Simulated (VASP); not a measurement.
Set up this calculation in VASP 6.6.1, as the native input.

| Quantity | Value |
| --- | --- |
| Task | single point |
| Functional | PBE |
| Potentials or basis | VASP PAW PBE potentials, release 64 (Sn_d, O) |
| Cutoff | 520 eV |
| k mesh | 6 × 6 × 6 |
| Occupations | gaussian, width 0.02 eV |
| Spin | no spin polarisation |
| Dipole correction | no |
| Further INCAR settings | ALGO = Normal; EDIFF = 1e-06; NBANDS = 64 |

The structure of SnO2 lies in POSCAR:

```
SnO2
1.0
   -3.2744090695      3.5602941723      3.5602941723
    3.2744090695     -3.5602941723      3.5602941723
    3.2744090695      3.5602941723     -3.5602941723
Sn O
4 8
Direct
    1.0000000000      0.2500000000      0.7500000000
    0.0000000000      0.7500000000      0.2500000000
    0.5000000000      0.5000000000      0.5000000000
    0.5000000000      0.0000000000      0.0000000000
    0.1899702874      0.1899702874      0.5000000000
    0.6899702874      0.7500000000      0.9399702874
    0.1899702874      0.6899702874      1.0000000000
    0.3100297126      0.7500000000      0.5600297126
    0.6899702874      0.2500000000      0.4399702874
    0.3100297126      0.2500000000      0.0600297126
    0.8100297126      0.3100297126      0.0000000000
    0.8100297126      0.8100297126      0.5000000000
```

This cell differs from its parent crystal: volume scaled by 1.10, then relaxed in part.

These files were run (other wordings do the same):

INCAR

```
ALGO = Normal
EDIFF = 1E-6
ENCUT = 520
GGA = PE
ISIF = 2
ISMEAR = 0
LASPH = True
LCHARG = False
LREAL = False
LWAVE = False
NBANDS = 64
NELM = 60
PREC = Accurate
SIGMA = 0.02
```

KPOINTS

```
k-points
0
Gamma
  6 6 6
```

Potentials or basis: VASP PAW PBE potentials, release 64 (Sn_d, O).

Command:

```sh
$ cat potpaw_PBE.64/Sn_d/POTCAR potpaw_PBE.64/O/POTCAR > POTCAR
$ mpirun -np 1 vasp_std > vasp.out
```

It gave:

* Pressure: -11.4 GPa
* Largest force: 0.029 eV/Å

Run time: 5.4 min on 1 thread of Intel(R) Xeon(R) Platinum 8488C (Sapphire Rapids), with other jobs on the host, peak memory 0.44 GiB.
